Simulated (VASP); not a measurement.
# YTl (Fm-3m) in VASP: a series of runs

The runs below take YTl through single point, with LDA.

Everything below comes from runs of VASP 6.6.1. Logs are shortened: lines on timing, memory, paths and dates and some standing lists are left out, and cuts for length are marked.

### 1 The cell of the first run

The structure is cubic, space group Fm-3m (No. 225). The conventional cell has a = 6.105 Å, b = 6.105 Å, c = 6.105 Å, α = 90.00°, β = 90.00°, γ = 90.00°. Y (site symmetry m-3m) has 6 Tl at 3.05 Å within 4.0 Å. Tl (site symmetry m-3m) has 6 Y at 3.05 Å within 4.0 Å.

### 2 Single point, LDA

File INCAR:

```
ALGO = Normal
EDIFF = 1E-6
ENCUT = 520
GGA = CA
ISIF = 2
ISMEAR = 0
LASPH = T
LCHARG = F
LREAL = F
LWAVE = F
NBANDS = 19
NELM = 80
PREC = Accurate
SIGMA = 0.05
```

File KPOINTS:

```
k-points
0
Gamma
  5 5 5
```

File POSCAR:

```
YTl
1.0
    0.0000000000      3.0527297352      3.0527297352
    3.0527297352      0.0000000000      3.0527297352
    3.0527297352      3.0527297352      0.0000000000
Y Tl
1 1
Direct
    0.0000000000      0.0000000000      0.0000000000
    0.5000000000      0.5000000000      0.5000000000
```

Potentials or basis: VASP PAW LDA potentials, release 64 (Y_sv, Tl_d).

Started as:

```bash
$ cat potpaw_LDA.64/Y_sv/POTCAR potpaw_LDA.64/Tl_d/POTCAR > POTCAR
$ mpirun -np 1 vasp_std > vasp.out
```

OUTCAR:

```text
EDIFF = 1E-6
   ENCUT = 520
   GGA = CA
   ISIF = 2
   ISMEAR = 0
   LASPH = T
   LREAL = F
   NELM = 80
   PREC = Accurate

 ion  position               nearest neighbor table
   1  0.000  0.000  0.000-   2 3.05   2 3.05   2 3.05   2 3.05   2 3.05   2 3.05
   2  0.500  0.500  0.500-   1 3.05   1 3.05   1 3.05   1 3.05   1 3.05   1 3.05

  LATTYP: Found a face centered cubic cell.
 ALAT       =     6.1054594704

  Lattice vectors:

 A1 = (   0.0000000000,   3.0527297352,   3.0527297352)
 A2 = (   3.0527297352,   0.0000000000,   3.0527297352)
 A3 = (   3.0527297352,   3.0527297352,   0.0000000000)

Analysis of symmetry for initial positions (statically):
=====================================================================
 Subroutine PRICEL returns:
 Original cell was already a primitive cell.

 Routine SETGRP: Setting up the symmetry group for a
 face centered cubic supercell.

 Subroutine GETGRP returns: Found 48 space group operations
 (whereof 48 operations were pure point group operations)
 out of a pool of 48 trial point group operations.

The static configuration has the point symmetry O_h .

Analysis of symmetry for dynamics (positions and initial velocities):
=====================================================================
 Subroutine PRICEL returns:
 Original cell was already a primitive cell.

 Routine SETGRP: Setting up the symmetry group for a
 face centered cubic supercell.

 Subroutine GETGRP returns: Found 48 space group operations
 (whereof 48 operations were pure point group operations)
 out of a pool of 48 trial point group operations.

The dynamic configuration has the point symmetry O_h .

 Subroutine INISYM returns: Found 48 space group operations
 (whereof 48 operations are pure point group operations),
 and found     1 'primitive' translations

----------------------------------------------------------------------------------------

                                     Primitive cell

  volume of cell :      56.8977

  direct lattice vectors                    reciprocal lattice vectors
     0.000000000  3.052729735  3.052729735    -0.163787837  0.163787837  0.163787837
     3.052729735  0.000000000  3.052729735     0.163787837 -0.163787837  0.163787837
     3.052729735  3.052729735  0.000000000     0.163787837  0.163787837 -0.163787837

  length of vectors
     4.317211794  4.317211794  4.317211794     0.283688855  0.283688855  0.283688855

  position of ions in fractional coordinates (direct lattice)
     0.000000000  0.000000000  0.000000000
     0.500000000  0.500000000  0.500000000

  ion indices of the primitive-cell ions
   primitive index   ion index
                 1           1
                 2           2

----------------------------------------------------------------------------------------

 KPOINTS: k-points

Automatic generation of k-mesh.
 Grid dimensions read from file:
 generate k-points for:    5    5    5

 Generating k-lattice:

  Cartesian coordinates                     Fractional coordinates (reciprocal lattice)
    -0.032757567  0.032757567  0.032757567     0.200000000  0.000000000  0.000000000
     0.032757567 -0.032757567  0.032757567     0.000000000  0.200000000  0.000000000
     0.032757567  0.032757567 -0.032757567     0.000000000  0.000000000  0.200000000

  Length of vectors
     0.056737771  0.056737771  0.056737771

  Shift w.r.t. Gamma in fractional coordinates (k-lattice)
     0.000000000  0.000000000  0.000000000

 Subroutine IBZKPT returns following result:
 ===========================================

 Found     10 irreducible k-points:

 Following reciprocal coordinates:
            Coordinates               Weight
  0.000000  0.000000  0.000000      1.000000
  0.200000  0.000000  0.000000      8.000000
  0.400000  0.000000  0.000000      8.000000
  0.200000  0.200000  0.000000      6.000000
  0.400000  0.200000  0.000000     24.000000
 -0.400000  0.200000  0.000000     24.000000
 -0.200000  0.200000  0.000000     12.000000
  0.400000  0.400000  0.000000      6.000000
 -0.400000  0.400000  0.000000     12.000000
 -0.400000  0.400000  0.200000     24.000000
   k-points           NKPTS =     10   k-points in BZ     NKDIM =     10   number of bands    NBANDS=     19
   number of dos      NEDOS =    301   number of ions     NIONS =      2
   total plane-waves  NPLWV =  32768
   dimension x,y,z NGX =    32 NGY =   32 NGZ =   32
   dimension x,y,z NGXF=    64 NGYF=   64 NGZF=   64
   ions per type =               1   1
   NGX,Y,Z   is equivalent  to a cutoff of  12.32, 12.32, 12.32 a.u.
   NGXF,Y,Z  is equivalent  to a cutoff of  24.64, 24.64, 24.64 a.u.
 SYSTEM =  unknown system
   PREC   = accura    normal or accurate (medium, high low for compatibility)
   ISTART =      0    job   : 0-new  1-cont  2-samecut
   ICHARG =      2    charge: 1-file 2-atom 10-const
   ISPIN  =      1    spin polarized calculation?
   LNONCOLLINEAR =      F non collinear calculations
   LSORBIT =      F    spin-orbit coupling
   LASPH  =      T    aspherical Exc in radial PAW
   ENCUT  =  520.0 eV  38.22 Ry    6.18 a.u.   8.03  8.03  8.03*2*pi/ulx,y,z
   NELM   =     80;   NELMIN=  2; NELMDL= -5     # of ELM steps
   EDIFF  = 0.1E-05   stopping-criterion for ELM
   LREAL  =      F    real-space projection
   EDIFFG = 0.1E-04   stopping-criterion for IOM
   NSW    =      0    number of steps for IOM
   IBRION =     -1    ionic relax: 0-MD 1-quasi-New 2-CG
   NFREE  =      0    steps in history (QN), initial steepest desc. (CG)
   ISIF   =      2    stress and relaxation
   ISYM   =      2    0-nonsym 1-usesym 2-fastsym
   POTIM  = 0.5000    time-step for ionic-motion
   TEBEG  =    0.0;   TEEND  =   0.0 temperature during run
   PSTRESS=    0.0 pullay stress
   NELECT =      24.0000    total number of electrons
   NUPDOWN=      -1.0000    fix difference up-down
   EMIN   =  10.00;   EMAX   =-10.00  energy-range for DOS
   EFERMI =   0.00;   METHOD = LEGACY
   ISMEAR =     0;   SIGMA  =   0.05  broadening in eV -4-tet -1-fermi 0-gaus
   EFERMI_NEDOS =   21; number of points for ismear=-14 and -15
   IALGO  =     38    algorithm
   IMIX   =      4    mixing-type and parameters
     AMIX     =   0.40;   BMIX     =  1.00
     AMIX_MAG =   1.60;   BMIX_MAG =  1.00
  volume/ion in A,a.u.               =      28.45       191.98
  Fermi-wavevector in a.u.,A,eV,Ry     =   1.227760  2.320130 20.509356  1.507395
  Thomas-Fermi vector in A             =   2.362711
   LORBIT       =      0    0 simple, 1 ext, 2 COOP (PROOUT), +10 PAW based schemes
   GGA     = CA    functional components
   LHFCALC =     F    Hartree Fock is set to
   AEXX    =    0.0000 exact exchange contribution
   IVDW    =     0    specifies the selected vdW correction
   LEPSILON=     F    determine dielectric tensor
   LRPA    =     F    only Hartree local field effects (RPA)
 non-spin polarized calculation
 Gauss-broadening in eV      SIGMA  =   0.05
  energy-cutoff  :      520.00
  volume of cell :       56.90
 maximum number of plane-waves:      1539
   NGX = 17   NGY = 17   NGZ = 17

 number of electron      23.9999998 magnetization

 Free energy of the ion-electron system (eV)
  ---------------------------------------------------
  ext. energy  EPLUGINS =         0.00000000
  ---------------------------------------------------
  free energy    TOTEN  =       -10.25486092 eV

  energy without entropy =      -10.24139988  energy(sigma->0) =      -10.24813040

 E-fermi :   4.6696     XC(G=0): -10.3191

 val. band max:        4.6600748414   @ k =  -0.2000   0.2000   0.0000
 cond. band min:       4.6778045699   @ k =  -0.4000   0.2000   0.0000
 fundamental gap:      0.0177297285
 Fermi energy:         4.6695947932

 k-point     1 :       0.0000    0.0000    0.0000
  band No.  band energies     occupation
      1     -37.6841      2.00000
      2     -17.7827      2.00000
      3     -17.7827      2.00000
      4     -17.7827      2.00000
      5      -6.7718      2.00000
      6      -6.7718      2.00000
[... 11 lines left out ...]
     18       8.8024      0.00000
     19      11.3020      0.00000

 k-point     2 :       0.2000    0.0000    0.0000
  band No.  band energies     occupation
      1     -37.6819      2.00000
      2     -17.8251      2.00000
      3     -17.7934      2.00000
      4     -17.7934      2.00000
      5      -6.7171      2.00000
      6      -6.7171      2.00000
[... 11 lines left out ...]
     18      11.0062      0.00000
     19      12.2989      0.00000

 k-point     3 :       0.4000    0.0000    0.0000
  band No.  band energies     occupation
      1     -37.6782      2.00000
      2     -17.8923      2.00000
      3     -17.8106      2.00000
      4     -17.8106      2.00000
      5      -6.6313      2.00000
      6      -6.6313      2.00000
[... 11 lines left out ...]
     18      12.9398      0.00000
     19      12.9398      0.00000

 k-point     4 :       0.2000    0.2000    0.0000
  band No.  band energies     occupation
      1     -37.6812      2.00000
      2     -17.8316      2.00000
      3     -17.7963      2.00000
      4     -17.7963      2.00000
      5      -6.7508      2.00000
      6      -6.6908      2.00000
[... 11 lines left out ...]
     18       9.7373      0.00000
     19      12.9837      0.00000

 k-point     5 :       0.4000    0.2000    0.0000
  band No.  band energies     occupation
      1     -37.6782      2.00000
      2     -17.8708      2.00000
      3     -17.8172      2.00000
      4     -17.8108      2.00000
      5      -6.6898      2.00000
      6      -6.6623      2.00000
[... 11 lines left out ...]
     18      10.7247      0.00000
     19      12.5315      0.00000

 k-point     6 :      -0.4000    0.2000    0.0000
  band No.  band energies     occupation
      1     -37.6770      2.00000
      2     -17.8851      2.00000
      3     -17.8306      2.00000
      4     -17.8169      2.00000
      5      -6.6748      2.00000
      6      -6.6158      2.00000
[... 11 lines left out ...]
     18      11.4455      0.00000
     19      11.7278      0.00000

 k-point     7 :      -0.2000    0.2000    0.0000
  band No.  band energies     occupation
      1     -37.6793      2.00000
      2     -17.8609      2.00000
      3     -17.8121      2.00000
      4     -17.8062      2.00000
      5      -6.7119      2.00000
      6      -6.6310      2.00000
[... 11 lines left out ...]
     18      11.7991      0.00000
     19      13.3000      0.00000

 k-point     8 :       0.4000    0.4000    0.0000
  band No.  band energies     occupation
      1     -37.6771      2.00000
      2     -17.8740      2.00000
      3     -17.8173      2.00000
      4     -17.8173      2.00000
      5      -6.7259      2.00000
      6      -6.7168      2.00000
[... 11 lines left out ...]
     18       9.8223      0.00000
     19      10.7424      0.00000

 k-point     9 :      -0.4000    0.4000    0.0000
  band No.  band energies     occupation
      1     -37.6763      2.00000
      2     -17.8667      2.00000
      3     -17.8419      2.00000
      4     -17.8210      2.00000
      5      -6.7306      2.00000
      6      -6.6711      2.00000
[... 11 lines left out ...]
     18       9.5939      0.00000
     19      11.8121      0.00000

 k-point    10 :      -0.4000    0.4000    0.2000
  band No.  band energies     occupation
      1     -37.6766      2.00000
      2     -17.8672      2.00000
      3     -17.8366      2.00000
      4     -17.8270      2.00000
      5      -6.7210      2.00000
      6      -6.6372      2.00000
[... 11 lines left out ...]
     18      10.2857      0.00000
     19      13.1109      0.00000

------------------------ aborting loop because EDIFF is reached ----------------------------------------

  FORCE on cell =-STRESS in cart. coord.  units (eV):
  Direction    XX          YY          ZZ          XY          YZ          ZX
  --------------------------------------------------------------------------------------
  -------------------------------------------------------------------------------------
  Total        0.0304077      0.0304077      0.0304077     -0.0000000     -0.0000000      0.0000000
  in kB        0.8562483      0.8562483      0.8562483     -0.0000000     -0.0000000      0.0000000
  external PRESSURE =       0.8562483 kB  Pullay stress =       0.0000000 kB

 VOLUME and BASIS-vectors are now :
 -----------------------------------------------------------------------------
  energy-cutoff  :      520.00
  volume of cell :       56.90
      direct lattice vectors                 reciprocal lattice vectors
     0.000000000  3.052729735  3.052729735    -0.163787837  0.163787837  0.163787837
     3.052729735  0.000000000  3.052729735     0.163787837 -0.163787837  0.163787837
     3.052729735  3.052729735  0.000000000     0.163787837  0.163787837 -0.163787837

 POSITION                                       TOTAL-FORCE (eV/Angst)
 -----------------------------------------------------------------------------------
      0.00000      0.00000      0.00000         0.000000      0.000000      0.000000
      3.05273      3.05273      3.05273         0.000000      0.000000      0.000000
 -----------------------------------------------------------------------------------
    total drift:                                0.000000     -0.000000      0.000000

  FREE ENERGIE OF THE ION-ELECTRON SYSTEM (eV)
  ---------------------------------------------------
  free  energy   TOTEN  =       -10.2548609161 eV

  energy  without entropy=      -10.2413998806  energy(sigma->0) =      -10.24813040
```

It took 12 s on 1 thread of Intel Xeon Platinum 8488C (Sapphire Rapids), shared host; peak memory 0.17 GiB.

Results:

* Free energy: -10.2549 eV
* Pressure: 0.1 GPa
* Band gap on the k mesh: zero (bands 12 and 13 overlap by 1.94 eV)

Levels at points of the mesh, in eV from the Fermi level:
```
           k point  band 10  band 11  band 12  band 13  band 14  band 15
(0.00, 0.00, 0.00)    -8.17     1.87     1.87     1.87     2.95     2.95
```

Caveat: spin-orbit coupling is left out, which moves the levels of the heavy elements.

[end of part 1 of 2]
